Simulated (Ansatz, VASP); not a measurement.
## Ga in VASP and in Ansatz

INCAR

```
SYSTEM = Ga
ALGO     = Normal         ! electronic algorithm
EDIFF    = 1E-7           ! SCF threshold, eV
ENCUT    = 520            ! plane-wave cutoff, eV
ISIF     = 2              ! what is computed and relaxed
ISMEAR   = -1             ! smearing method
LASPH    = .TRUE.         ! aspherical terms in the spheres
LCHARG   = .FALSE.        ! write CHGCAR
LREAL    = .FALSE.        ! projectors in reciprocal space
LWAVE    = .FALSE.        ! write WAVECAR
NBANDS   = 12             ! bands
NELM     = 80             ! most SCF steps
PREC     = Accurate       ! precision mode
SIGMA    = 0.1            ! smearing width, eV
```

KPOINTS

```
k-points
0
G
  15 15 15
  0 0 0
```

The input POSCAR:

```
Ga
1.0
   -1.5637374579      1.5637374579      1.5637374579
    1.5637374579     -1.5637374579      1.5637374579
    1.5637374579      1.5637374579     -1.5637374579
Ga
1
Direct
    0.0000000000      0.0000000000      0.0000000000
```

Input for Ansatz:

```yaml
crystal:
  lattice:
    - [-1.5637374579, 1.5637374579, 1.5637374579]
    - [1.5637374579, -1.5637374579, 1.5637374579]
    - [1.5637374579, 1.5637374579, -1.5637374579]
  atoms:
    - { symbol: Ga, position: [0.0, 0.0, 0.0] }
hamiltonian:
  xc: lda
  pseudopotentials:
    kind: paw
    azcp:
      Ga: "pseudopotentials/Ga.paw.azcp"
basis:
  ecutwfc: 420
  fft_grid_basis: typed
kpoints:
  mp_grid: { grid: [15, 15, 15], shift: [0, 0, 0] }
magnetization:
  spin_polarized: false
scf:
  occupations: { method: fermi_dirac, width: 0.1 }
  lower_state_search: "off"
output:
  stress: true
  write_density: true
  write_potential: true
  elf: true
  volumetric_format: npy
```

Alike in both runs: task single point; functional LDA; k mesh 15 × 15 × 15; occupations fermi-dirac, width 0.1 eV; no spin polarisation.

|  | VASP | Ansatz |
| --- | --- | --- |
| version | VASP 6.6.1 | Ansatz 0.2.0 |
| potentials or method | VASP PAW LDA potentials, release 64 (Ga_d), cutoff 520 eV | plane waves (420 eV) with PAW, scalar-relativistic |
| valence electrons in the cell | 13 | 13 |

|  | VASP | Ansatz | Ansatz less VASP |
| --- | --- | --- | --- |
| pressure (GPa) | 11.3 | 11.0 | -0.26 |

Ansatz warns that its potentials were made for another functional, while VASP's fit it. LDA's correlation is that of Perdew and Zunger in VASP and of Perdew and Wang (1992) in Ansatz.
